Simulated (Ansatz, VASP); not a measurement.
## Two plane-wave programs on ZnS

Contents of POSCAR:

```
ZnS
1.0
    0.0000000000      2.6136777993      2.6540954973
    2.6136777993      0.0000000000      2.6540954973
    2.6136777993      2.6136777993      0.0000000000
Zn S
1 1
Direct
    0.0000000000      0.0000000000      0.0000000000
    0.7500000000      0.7500000000      0.7500000000
```

File INCAR.step1:

```
SYSTEM = ZnS
PREC = Accurate
ENCUT = 520
ISMEAR = 0
SIGMA = 0.05
LREAL = .False.
LASPH = .True.
NELM = 60
NBANDS = 16
GGA = PE
ALGO = Normal
EDIFF = 1E-4
LWAVE = .True.
LCHARG = .False.
```

File INCAR.step2:

```
SYSTEM = ZnS
PREC = Accurate
ENCUT = 520
EDIFF = 1E-6
ISMEAR = 0
SIGMA = 0.05
LREAL = .False.
LASPH = .True.
NELM = 60
ALGO = Normal
ISIF = 2
LWAVE = .False.
LCHARG = .False.
METAGGA = R2SCAN
LMIXTAU = .True.
NBANDS = 16
ISTART = 1
```

Contents of KPOINTS:

```
Automatic mesh
0
Gamma
  8 8 8
  0 0 0
```

Input for Ansatz:

```yaml
crystal:
  lattice:
    - [0.0, 2.6136777993, 2.6540954973]
    - [2.6136777993, 0.0, 2.6540954973]
    - [2.6136777993, 2.6136777993, 0.0]
  atoms:
    - { symbol: Zn, position: [0.0, 0.0, 0.0] }
    - { symbol: S, position: [0.75, 0.75, 0.75] }
basis:
  ecutwfc: 500
kpoints:
  mp_grid: { grid: [8, 8, 8] }
hamiltonian:
  xc: r2scan
scf:
  occupations: { method: gaussian, width: 0.05 }
output:
  forces: true
  stress: true
  eigenvalues: true
```

Change from the starting cell: strain -0.030 along x and y, -0.015 along z, atoms carried along.

Alike in both runs: task single point; functional r2SCAN; k mesh 8 × 8 × 8; occupations gaussian, width 0.05 eV; no spin polarisation.

|  | VASP | Ansatz |
| --- | --- | --- |
| version | VASP 6.6.1 | Ansatz 0.2.0 |
| potentials or method | VASP PAW PBE potentials, release 64 (Zn, S), cutoff 520 eV | scalar-relativistic, plane waves, PAW |
| valence electrons in the cell | 18 | 18 |

VASP gave:

```
gap on the k mesh at the Fermi level (eV)                     : 3.06
least direct gap on the mesh (eV)                             : 3.06
pressure (GPa)                                                : 7.1
traceless stress, the component that is largest in VASP (GPa) : -0.45
```

Problem. Which values does Ansatz return?

Solution. gap on the k mesh at the Fermi level (eV): 3.04; least direct gap on the mesh (eV): 3.04; pressure (GPa): 7.1; traceless stress, the component that is largest in VASP (GPa): -0.42.

VASP's potentials were made for PBE, not for r2SCAN. The functional is the same, so the differences come from potentials, cutoffs and numerics.
